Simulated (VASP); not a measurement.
# Cd (C2/m) in VASP: a series of runs

The runs below take Cd through single point, with PBE.

All numbers are computed with VASP 6.6.1; they aren't measurements. Logs are shortened: lines on timing, memory, paths and dates and some standing lists are left out, and cuts for length are marked.

### 1 The cell of the first run

The structure is monoclinic, space group C2/m (No. 12). Conventional cell: a = 5.183 Å, b = 3.177 Å, c = 3.130 Å, α = 90.00°, β = 120.01°, γ = 90.00°. Cd (site symmetry 2/m) has 12 Cd at 3.04 to 3.31 Å within 4.0 Å.

### 2 Single point, PBE (22.32 Å³/atom)

Contents of INCAR:

```
SYSTEM = Cd
PREC = Accurate
ENCUT = 520
EDIFF = 1E-6
ISMEAR = 0
SIGMA = 0.1
LREAL = .False.
LASPH = .True.
NELM = 60
ALGO = Fast
ISIF = 2
LWAVE = .False.
LCHARG = .True.
GGA = PE
LELF = .True.
LVHAR = .True.
NBANDS = 12
```

Contents of KPOINTS:

```
Automatic mesh
0
Gamma
  20 20 20
  0 0 0
```

Contents of POSCAR:

```
Cd
1.0
    2.5913096853     -1.5886266325      0.0190793218
    2.5913096853      1.5886266325      0.0190793218
   -1.5853721490      0.0000000000      2.6989368310
Cd
1
Direct
    0.0000000000      0.0000000000      0.5000000000
```

Potentials or basis: VASP PAW PBE potentials, release 64 (Cd).

Run with:

```console
cat potpaw_PBE.64/Cd/POTCAR > POTCAR
mpirun -np 1 vasp_std > vasp.out
```

OUTCAR:

```text
SYSTEM = Cd
   PREC = Accurate
   ENCUT = 520
   EDIFF = 1E-6
   ISMEAR = 0
   LREAL = .False.
   LASPH = .True.
   NELM = 60
   ISIF = 2
   GGA = PE

 ion  position               nearest neighbor table
   1  0.000  0.000  0.500-

  LATTYP: Found a base centered monoclinic cell.
 ALAT       =     5.1827598461
 B/A-ratio  =     0.6130427339
 C/A-ratio  =     0.6039489141
 COS(beta)  =    -0.5001267894

  Lattice vectors:

 A1 = (   2.5913096853,  -1.5886266325,   0.0190793218)
 A2 = (   2.5913096853,   1.5886266325,   0.0190793218)
 A3 = (  -1.5853721490,   0.0000000000,   2.6989368310)

Analysis of symmetry for initial positions (statically):
=====================================================================
 Subroutine PRICEL returns:
 Original cell was already a primitive cell.

 Routine SETGRP: Setting up the symmetry group for a
 base centered monoclinic supercell.

 Subroutine GETGRP returns: Found  4 space group operations
 (whereof  4 operations were pure point group operations)
 out of a pool of  4 trial point group operations.

The static configuration has the point symmetry C_2h.

Analysis of symmetry for dynamics (positions and initial velocities):
=====================================================================
 Subroutine PRICEL returns:
 Original cell was already a primitive cell.

 Routine SETGRP: Setting up the symmetry group for a
 base centered monoclinic supercell.

 Subroutine GETGRP returns: Found  4 space group operations
 (whereof  4 operations were pure point group operations)
 out of a pool of  4 trial point group operations.

The dynamic configuration has the point symmetry C_2h.

 Subroutine INISYM returns: Found  4 space group operations
 (whereof  4 operations are pure point group operations),
 and found     1 'primitive' translations

----------------------------------------------------------------------------------------

                                     Primitive cell

  volume of cell :      22.3171

  direct lattice vectors                    reciprocal lattice vectors
     2.591309685 -1.588626633  0.019079322     0.192121704 -0.314737264  0.112853474
     2.591309685  1.588626633  0.019079322     0.192121704  0.314737264  0.112853474
    -1.585372149  0.000000000  2.698936831    -0.002716293  0.000000000  0.368920700

  length of vectors
     3.039569786  3.039569786  3.130122181     0.385624430  0.385624430  0.368930699

  position of ions in fractional coordinates (direct lattice)
     0.000000000  0.000000000  0.500000000
[... 79 lines left out ...]
   NSW    =      0    number of steps for IOM
   IBRION =     -1    ionic relax: 0-MD 1-quasi-New 2-CG
   NFREE  =      0    steps in history (QN), initial steepest desc. (CG)
   ISIF   =      2    stress and relaxation
   ISYM   =      2    0-nonsym 1-usesym 2-fastsym
   POTIM  = 0.5000    time-step for ionic-motion
   TEBEG  =    0.0;   TEEND  =   0.0 temperature during run
   PSTRESS=    0.0 pullay stress
   NELECT =      12.0000    total number of electrons
   NUPDOWN=      -1.0000    fix difference up-down
   EMIN   =  10.00;   EMAX   =-10.00  energy-range for DOS
   EFERMI =   0.00;   METHOD = LEGACY
   ISMEAR =     0;   SIGMA  =   0.10  broadening in eV -4-tet -1-fermi 0-gaus
   EFERMI_NEDOS =   21; number of points for ismear=-14 and -15
   IALGO  =     68    algorithm
   IMIX   =      4    mixing-type and parameters
     AMIX     =   0.40;   BMIX     =  1.00
     AMIX_MAG =   1.60;   BMIX_MAG =  1.00
  volume/ion in A,a.u.               =      22.32       150.60
  Fermi-wavevector in a.u.,A,eV,Ry     =   1.331239  2.515676 24.112190  1.772196
  Thomas-Fermi vector in A             =   2.460265
   LORBIT       =      0    0 simple, 1 ext, 2 COOP (PROOUT), +10 PAW based schemes
   GGA     = PE    functional components
   LHFCALC =     F    Hartree Fock is set to
   AEXX    =    0.0000 exact exchange contribution
   IVDW    =     0    specifies the selected vdW correction
   LEPSILON=     F    determine dielectric tensor
   LRPA    =     F    only Hartree local field effects (RPA)
 non-spin polarized calculation
 RMM-DIIS sequential band-by-band and
 Gauss-broadening in eV      SIGMA  =   0.10
  energy-cutoff  :      520.00
  volume of cell :       22.32
 maximum number of plane-waves:       612
   NGX = 11   NGY = 11   NGZ = 11

 number of electron      11.9999998 magnetization

 Free energy of the ion-electron system (eV)
  ---------------------------------------------------
  ext. energy  EPLUGINS =         0.00000000
  ---------------------------------------------------
  free energy    TOTEN  =        -0.73850897 eV

  energy without entropy =       -0.73678483  energy(sigma->0) =       -0.73764690

 E-fermi :   2.6423     XC(G=0): -10.8631

 val. band max:        2.6398022972   @ k =  -0.4000   0.3000  -0.0000
 cond. band min:       2.6424972583   @ k =   0.1500   0.1000   0.5000
 fundamental gap:      0.0026949612
 Fermi energy:         2.6423054950

 k-point     1 :       0.0000    0.0000    0.0000
  band No.  band energies     occupation
      1      -6.6067      2.00000
      2      -6.5100      2.00000
      3      -6.2650      2.00000
      4      -5.9684      2.00000
      5      -5.9264      2.00000
      6      -5.9080      2.00000
      7      14.9760      0.00000
      8      16.6850      0.00000
      9      17.1618      0.00000
     10      18.9965      0.00000
     11      20.3090      0.00000
     12      20.5427      0.00000
[... 331 lines left out ...]
 k-point    24 :      -0.3500    0.0500   -0.0000
  band No.  band energies     occupation
      1      -6.8143      2.00000
      2      -6.5425      2.00000
      3      -6.1773      2.00000
      4      -5.8326      2.00000
      5      -5.6819      2.00000
      6      -2.2262      2.00000
      7       4.7967      0.00000
      8      13.8934      0.00000
      9      14.9868      0.00000
     10      17.5685      0.00000
     11      18.6563      0.00000
     12      20.6563      0.00000

 [... further k-points ...]
[... 5 lines left out ...]
  --------------------------------------------------------------------------------------
  -------------------------------------------------------------------------------------
  Total        0.2403450      0.2169762      0.2131793      0.0000000      0.0000000     -0.0056091
  in kB       17.2547088     15.5770287     15.3044433      0.0000000      0.0000000     -0.4026845
  external PRESSURE =      16.0453936 kB  Pullay stress =       0.0000000 kB

 VOLUME and BASIS-vectors are now :
 -----------------------------------------------------------------------------
  energy-cutoff  :      520.00
  volume of cell :       22.32
      direct lattice vectors                 reciprocal lattice vectors
     2.591309685 -1.588626633  0.019079322     0.192121704 -0.314737264  0.112853474
     2.591309685  1.588626633  0.019079322     0.192121704  0.314737264  0.112853474
    -1.585372149  0.000000000  2.698936831    -0.002716293  0.000000000  0.368920700

 POSITION                                       TOTAL-FORCE (eV/Angst)
 -----------------------------------------------------------------------------------
     -0.79269      0.00000      1.34947         0.000000      0.000000      0.000000
 -----------------------------------------------------------------------------------
    total drift:                               -0.000000     -0.000000      0.000000

  FREE ENERGIE OF THE ION-ELECTRON SYSTEM (eV)
  ---------------------------------------------------
  free  energy   TOTEN  =        -0.7385089714 eV

  energy  without entropy=       -0.7367848269  energy(sigma->0) =       -0.73764690
```

Wall time 9.4 min (1 thread of Oxide Virtual Turin-like, shared host); peak memory 0.56 GiB.

What came out:

| Item | Value |
| --- | --- |
| Free energy | -0.7385 eV |
| Pressure | 1.6 GPa |
| Band gap on the k mesh | zero (bands 6 and 7 overlap by 3.87 eV) |

### 3 Single point, PBE (23.70 Å³/atom)

This run uses another cell than the first one, of 23.70 Å³/atom.

Contents of INCAR:

```
SYSTEM = Cd
PREC = Accurate ; ENCUT = 520
EDIFF = 1E-7 ; ISMEAR = 0
SIGMA = 0.1 ; LREAL = .False.
LASPH = .True. ; NELM = 60
ALGO = Fast ; ISIF = 2
LWAVE = .False. ; LCHARG = .True.
GGA = PE ; LELF = .True.
LVHAR = .True. ; NBANDS = 12
```

KPOINTS is that of step 2.

Contents of POSCAR:

```
Cd
1.0
    2.5995721187     -1.6334949912      0.0389920529
    2.5995721187      1.6334949912      0.0389920529
   -1.5702137518      0.0000000000      2.7667672956
Cd
1
Direct
    0.0000000000      0.0000000000      0.5000000000
```

Potentials or basis: VASP PAW PBE potentials, release 64 (Cd).

Run with:

```console
cat potpaw_PBE.64/Cd/POTCAR > POTCAR
mpirun -np 1 vasp_std > vasp.out
```

Run time: 11 min. Hardware: 1 thread of Oxide Virtual Turin-like, shared host; peak memory 0.59 GiB.

It converged, with:

```yaml
Free_energy: -0.7406 eV
Pressure: -0.8 GPa
Band_gap_on_the_k_mesh: zero (bands 6 and 7 overlap by 4.03 eV)
```

Stress tensor (GPa, compression positive):
```
-0.71  0.00 -0.03
 0.00 -0.82  0.00
-0.03  0.00 -0.86
```

Levels at points of the mesh, in eV from the Fermi level:
```
           k point  band 4  band 5  band 6  band 7  band 8  band 9
(0.00, 0.00, 0.00)   -8.49   -8.47   -8.14   11.58   13.50   13.76
(0.50, 0.00, 0.00)   -8.36   -8.13   -2.03   -1.54   11.20   12.01
(0.50, 0.50, 0.00)   -8.18   -8.03   -0.58    1.16    6.15    7.34
(0.00, 0.00, 0.50)   -8.34   -8.19   -2.36   -2.33   12.72   12.77
(0.50, 0.00, 0.50)   -8.15   -8.07   -0.50    1.23    5.03    8.27
(0.50, 0.50, 0.50)   -8.17   -8.08   -1.30    0.09    9.74   10.57
```

### 4 Single point, PBE (24.39 Å³/atom)

This run uses another cell than the first one, of 24.39 Å³/atom.

Contents of INCAR:

```
SYSTEM = Cd
PREC     = Accurate       ! precision mode
ENCUT    = 520            ! plane-wave cutoff, eV
EDIFF    = 1E-7           ! SCF threshold, eV
ISMEAR   = 0              ! smearing method
SIGMA    = 0.1            ! smearing width, eV
LREAL    = .FALSE.        ! projectors in reciprocal space
LASPH    = .TRUE.         ! aspherical terms in the spheres
NELM     = 100            ! most SCF steps
ALGO     = Fast           ! electronic algorithm
ISIF     = 2              ! what is computed and relaxed
LWAVE    = .FALSE.        ! write WAVECAR
LCHARG   = .FALSE.        ! write CHGCAR
GGA      = PE             ! functional
NBANDS   = 12             ! bands
```

Contents of KPOINTS:

```
regular mesh
0
G
  20 20 20
  0 0 0
```

Contents of POSCAR:

```
Cd
1.0
    2.6057610278     -1.6550607899      0.0512349197
    2.6057610278      1.6550607899      0.0512349197
   -1.5613713467      0.0000000000      2.7967422131
Cd
1
Direct
    0.0000000000      0.0000000000      0.5000000000
```

Run with:

```console
cat potpaw_PBE.64/Cd/POTCAR > POTCAR
mpirun -np 1 vasp_std > vasp.out
```

Run time: 9.9 min. Hardware: 1 thread of Oxide Virtual Turin-like, shared host; peak memory 0.6 GiB.

Results (log left out):

* Free energy: -0.7351 eV
* Pressure: -1.6 GPa
* Band gap on the k mesh: zero (bands 6 and 7 overlap by 3.98 eV)

Stress tensor (GPa, compression positive):
```
-1.55  0.00  0.00
 0.00 -1.68  0.00
 0.00  0.00 -1.69
```

Levels at points of the mesh, in eV from the Fermi level:
```
           k point  band 4  band 5  band 6  band 7  band 8  band 9
(0.00, 0.00, 0.00)   -8.45   -8.43   -7.95   11.25   13.24   13.39
(0.50, 0.00, 0.00)   -8.34   -8.11   -1.94   -1.60   10.99   11.81
(0.50, 0.50, 0.00)   -8.17   -8.01   -0.51    1.08    5.96    7.39
(0.00, 0.00, 0.50)   -8.32   -8.17   -2.43   -2.23   12.50   12.59
(0.50, 0.00, 0.50)   -8.14   -8.04   -0.42    1.14    4.84    8.32
(0.50, 0.50, 0.50)   -8.14   -8.05   -1.13    0.20    9.38   10.19
```

### 5 Overview

| cell | further INCAR settings | gap on the mesh (eV) | pressure (GPa) |
| --- | --- | --- | --- |
| a = 3.040, b = 3.040, c = 3.130 Å, angles 115.2, 115.2, 63.0°, 1 atom | ALGO = Fast; EDIFF = 1e-06; NBANDS = 12 | none | 1.6 |
| a = 3.070, b = 3.070, c = 3.181 Å, angles 114.0, 114.0, 64.3°, 1 atom | ALGO = Fast; EDIFF = 1e-07; NBANDS = 12 | none | -0.8 |
| a = 3.087, b = 3.087, c = 3.203 Å, angles 113.4, 113.4, 64.8°, 1 atom | ALGO = Fast; EDIFF = 1e-07; NBANDS = 12 | none | -1.6 |

Alike in all rows: task single point; level PBE; potentials or basis VASP PAW PBE potentials, release 64 (Cd); no spin polarisation; k mesh 20 × 20 × 20; cutoff (eV) 520; smearing gaussian 0.1 eV.

Absolute energies hang on the potentials; compare differences alone.
